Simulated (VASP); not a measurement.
# Ti2O (P-3m1) in VASP: notebook, part 2 of 2

VASP 6.6.1.

## Step 5: Single point, PBEsol (uniaxial strain along c: -2.0 %)

INCAR reads:

```
PREC = Accurate
ENCUT = 520
EDIFF = 1E-6
ISMEAR = 0
SIGMA = 0.1
LREAL = False
LASPH = True
NELM = 80
ALGO = Normal
ISIF = 2
LWAVE = False
LCHARG = True
GGA = PS
LELF = True
LVHAR = True
NBANDS = 22
```

KPOINTS reads:

```
Automatic mesh
0
Gamma
  24 24 12
```

POSCAR reads:

```
Ti2O
1.0
    2.9677167380      0.0000000000      0.0000000000
   -1.4838583690      2.5701180863      0.0000000000
    0.0000000000      0.0000000000      4.6292589867
Ti O
2 1
Direct
    0.6666666670      0.3333333330      0.2617066306
    0.3333333330      0.6666666670      0.7382933694
    0.0000000000      0.0000000000      0.0000000000
```

Command:

```
$ cat potpaw_PBE.64/Ti_sv/POTCAR potpaw_PBE.64/O/POTCAR > POTCAR
$ mpirun -np 1 vasp_std > vasp.out
```

Run time: 8.9 min. Hardware: 1 thread of Intel Xeon 8259CL, shared host; peak memory 0.53 GiB.

Results (log left out):

| Item | Value |
| --- | --- |
| Free energy | -27.5980 eV |
| Pressure | 2.6 GPa |
| Largest force | 0.024 eV/Å |
| Band gap on the k mesh | zero (bands 15 and 16 overlap by 0.78 eV) |

Forces in eV/Å, atoms in the order of the input:
```
Ti   0.000  0.000 -0.024
Ti   0.000  0.000  0.024
O    0.000  0.000  0.000
```

Stress tensor (GPa, compression positive):
```
0.59 0.00 0.00
0.00 0.59 0.00
0.00 0.00 6.76
```

Levels at points of the mesh, in eV from the Fermi level:
| k point | band 11 | band 12 | band 13 | band 14 | band 15 | band 16 | band 17 | band 18 | band 19 | band 20 |
| --- | --- | --- | --- | --- | --- | --- | --- | --- | --- | --- |
| (0.00, 0.00, 0.00) | -6.54 | -6.54 | -3.59 | 0.04 | 0.31 | 0.55 | 0.55 | 0.93 | 0.93 | 1.22 |
| (0.50, 0.00, 0.00) | -7.13 | -6.89 | -2.74 | -1.34 | -0.54 | 1.53 | 1.68 | 2.90 | 2.95 | 2.95 |
| (0.00, 0.00, 0.50) | -6.61 | -6.61 | -1.64 | -1.45 | -0.01 | -0.01 | 1.41 | 2.12 | 2.12 | 2.14 |
| (0.50, 0.00, 0.50) | -7.19 | -6.81 | -1.68 | -1.24 | -0.61 | -0.06 | 1.06 | 2.59 | 2.80 | 2.91 |

Caveat: the cell differs from its parent crystal (uniaxial strain along c: -2.0 %); the PAW data sets were made with another functional, which shifts forces and pressure a little.

## Step 6: Single point, PBEsol (uniaxial strain along c: -2.0 %, then relaxed in part)

INCAR reads:

```
ALGO = Normal
EDIFF = 1E-6
ENCUT = 520
GGA = PS
ISIF = 2
ISMEAR = 0
LASPH = T
LCHARG = F
LREAL = F
LWAVE = F
NBANDS = 22
NELM = 100
PREC = Accurate
SIGMA = 0.1
```

KPOINTS reads:

```
k-points
0
Gamma
  24 24 12
```

POSCAR reads:

```
Ti2O
1.0
    2.9706626589      0.0000000000      0.0000000000
   -1.4853313294      2.5726693287      0.0000000000
    0.0000000000      0.0000000000      4.6292589867
Ti O
2 1
Direct
    0.6666666670      0.3333333330      0.2605577818
    0.3333333330      0.6666666670      0.7394422182
    0.0000000000      0.0000000000      0.0000000000
```

Potentials or basis: VASP PAW PBE potentials, release 64 (Ti_sv, O).

Command:

```
$ cat potpaw_PBE.64/Ti_sv/POTCAR potpaw_PBE.64/O/POTCAR > POTCAR
$ mpirun -np 1 vasp_std > vasp.out
```

OUTCAR:

```text
EDIFF = 1E-6
   ENCUT = 520
   GGA = PS
   ISIF = 2
   ISMEAR = 0
   LASPH = T
   LREAL = F
   NELM = 100
   PREC = Accurate

 ion  position               nearest neighbor table
   1  0.667  0.333  0.261-   3 2.10   3 2.10   3 2.10   2 2.80   2 2.80   2 2.80
   2  0.333  0.667  0.739-   3 2.10   3 2.10   3 2.10   1 2.80   1 2.80   1 2.80
   3  0.000  0.000  0.000-   1 2.10   2 2.10   2 2.10   1 2.10   1 2.10   2 2.10

  LATTYP: Found a hexagonal cell.
[... 796 lines left out ...]

  FORCE on cell =-STRESS in cart. coord.  units (eV):
  Direction    XX          YY          ZZ          XY          YZ          ZX
  --------------------------------------------------------------------------------------
  -------------------------------------------------------------------------------------
  Total        0.0944595      0.0944595      1.3897321      0.0000000      0.0000000      0.0000000
  in kB        4.2776713      4.2776713     62.9350940      0.0000000      0.0000000      0.0000000
  external PRESSURE =      23.8301455 kB  Pullay stress =       0.0000000 kB

 VOLUME and BASIS-vectors are now :
 -----------------------------------------------------------------------------
  energy-cutoff  :      520.00
  volume of cell :       35.38
      direct lattice vectors                 reciprocal lattice vectors
     2.970662659  0.000000000  0.000000000     0.336625230  0.194350667  0.000000000
    -1.485331329  2.572669329  0.000000000     0.000000000  0.388701334  0.000000000
     0.000000000  0.000000000  4.629258987     0.000000000  0.000000000  0.216017294

 POSITION                                       TOTAL-FORCE (eV/Angst)
 -----------------------------------------------------------------------------------
      1.48533      0.85756      1.20619        -0.000000      0.000000      0.050358
     -0.00000      1.71511      3.42307         0.000000      0.000000     -0.050358
      0.00000      0.00000      0.00000         0.000000      0.000000      0.000000
 -----------------------------------------------------------------------------------
    total drift:                                0.000000     -0.000000      0.000000

  FREE ENERGIE OF THE ION-ELECTRON SYSTEM (eV)
  ---------------------------------------------------
  free  energy   TOTEN  =       -27.5981270381 eV

  energy  without entropy=      -27.5928930014  energy(sigma->0) =      -27.59551002
```

OSZICAR:

```text
N       E                     dE             d eps       ncg     rms          rms(c)
DAV:   1     0.345570390076E+03    0.34557E+03   -0.15258E+04 29388   0.172E+03
DAV:   2     0.102418319602E+02   -0.33533E+03   -0.32080E+03 30818   0.482E+02
DAV:   3    -0.287280523610E+02   -0.38970E+02   -0.38062E+02 45628   0.146E+02
DAV:   4    -0.317822255834E+02   -0.30542E+01   -0.30355E+01 39156   0.366E+01
DAV:   5    -0.318956214583E+02   -0.11340E+00   -0.11338E+00 39124   0.620E+00    0.183E+01
DAV:   6    -0.277909843246E+02    0.41046E+01   -0.21475E+01 39216   0.471E+01    0.568E+00
DAV:   7    -0.276098777070E+02    0.18111E+00   -0.18560E+00 41344   0.106E+01    0.349E+00
DAV:   8    -0.275953815587E+02    0.14496E-01   -0.21312E-01 38950   0.406E+00    0.104E+00
DAV:   9    -0.275971389837E+02   -0.17574E-02   -0.42791E-02 41460   0.188E+00    0.531E-01
DAV:  10    -0.275981757745E+02   -0.10368E-02   -0.85171E-03 36250   0.808E-01    0.612E-02
DAV:  11    -0.275981313405E+02    0.44434E-04   -0.58449E-04 44228   0.315E-01    0.454E-02
DAV:  12    -0.275981306715E+02    0.66896E-06   -0.10074E-04 34766   0.977E-02    0.130E-02
DAV:  13    -0.275981272242E+02    0.34473E-05   -0.53073E-06 39668   0.329E-02    0.527E-03
DAV:  14    -0.275981270381E+02    0.18614E-06   -0.80063E-07 16518   0.103E-02
   1 F= -.27598127E+02 E0= -.27595510E+02  d E =-.523404E-02
```

Wall time 8.6 min (1 thread of Intel Xeon 8259CL, shared host); peak memory 0.53 GiB.

Results:

- Free energy: -27.5981 eV
- Pressure: 2.4 GPa
- Largest force: 0.050 eV/Å
- Band gap on the k mesh: zero (bands 15 and 16 overlap by 0.79 eV)

Forces on the atoms (eV/Å):
```
Ti   0.000  0.000  0.050
Ti   0.000  0.000 -0.050
O    0.000  0.000  0.000
```

Caveat: the cell differs from its parent crystal (uniaxial strain along c: -2.0 %, then relaxed in part); the PAW data sets were made with another functional, which shifts forces and pressure a little.

## Step 7: Summary

```csv
task,cell,k mesh,cutoff (eV),smearing,gap on the mesh (eV),pressure (GPa),largest force (eV/Å)
single point,"a = 2.953, b = 2.953, c = 4.724 Å, angles 90.0, 90.0, 120.0°, 3 atoms",12 × 12 × 8,520,gaussian 0.15 eV,none,0.4,0.05
single point,"a = 2.953, b = 2.953, c = 4.729 Å, angles 90.0, 90.0, 120.0°, 3 atoms",18 × 18 × 10,520,fermi-dirac 0.15 eV,none,0.4,0.05
relaxation of cell and atoms,"relaxed from a = 2.953, b = 2.953, c = 4.724 Å, angles 90.0, 90.0, 120.0°, 3 atoms",18 × 18 × 10,600,fermi-dirac 0.15 eV,none,0.0,-
single point,"a = 2.968, b = 2.968, c = 4.629 Å, angles 90.0, 90.0, 120.0°, 3 atoms",24 × 24 × 12,520,gaussian 0.1 eV,none,2.6,0.02
single point,"a = 2.971, b = 2.971, c = 4.629 Å, angles 90.0, 90.0, 120.0°, 3 atoms",24 × 24 × 12,520,gaussian 0.1 eV,none,2.4,0.05
```

Alike in all rows: level PBEsol; potentials or basis VASP PAW PBE potentials, release 64 (Ti_sv, O); no spin polarisation.

Caveats: the PAW data sets were made with another functional, which shifts forces and pressure a little.

Total energies depend on the potentials used, so only differences within one code and one set of settings carry meaning.
